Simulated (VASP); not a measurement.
Wanted: the native input for a VASP 6.6.1 run.

- Task: single point
- Functional: PBE
- Potentials or basis: VASP PAW PBE potentials, release 64 (Cd_sv_GW, S)
- Cutoff: 630 eV
- k mesh: 8 × 8 × 8
- Occupations: fermi-dirac, width 0.02 eV
- Spin: no spin polarisation
- Dipole correction: no
- Further INCAR settings: ALGO = Normal; EDIFF = 1e-06; NBANDS = 20

The structure of CdS lies in POSCAR:

```
CdS
1.0
    0.0000000000      2.7267765455      2.6449732491
    2.7267765455      0.0000000000      2.6449732491
    2.7267765455      2.7267765455      0.0000000000
Cd S
1 1
Direct
    0.0000000000      0.0000000000      0.0000000000
    0.5000000000      0.5000000000      0.5000000000
```

This cell differs from its parent crystal: uniaxial z strain -3.0%.

One way to write it, as run:

INCAR

```
ALGO = Normal
EDIFF = 1E-6
ENCUT = 630
GGA = PE
GGA_COMPAT = False
ISIF = 2
ISMEAR = -1
LASPH = True
LCHARG = False
LREAL = False
LWAVE = False
NBANDS = 20
NELM = 120
PREC = Accurate
SIGMA = 0.02
```

KPOINTS

```
k-points
0
Gamma
  8 8 8
```

Potentials or basis: VASP PAW PBE potentials, release 64 (Cd_sv_GW, S).

The run is started by

```bash
$ cat potpaw_PBE.64/Cd_sv_GW/POTCAR potpaw_PBE.64/S/POTCAR > POTCAR
$ mpirun -np 1 vasp_std > vasp.out
```

Results of the run:

The pressure is 4.3 GPa and the band gap on the k mesh is 0.08 eV (least direct gap 1.91 eV).

Caveat: the cell differs from its parent crystal (uniaxial z strain -3.0%); the cell stands under pressure; the structure was generated, so it needn't be the stable form of CdS; semilocal functionals underestimate gaps, and a narrow one can read as zero.

Run time: 54 s on 1 thread of Intel(R) Xeon(R) Platinum 8488C (Sapphire Rapids) (shared host), peak memory 0.22 GiB.
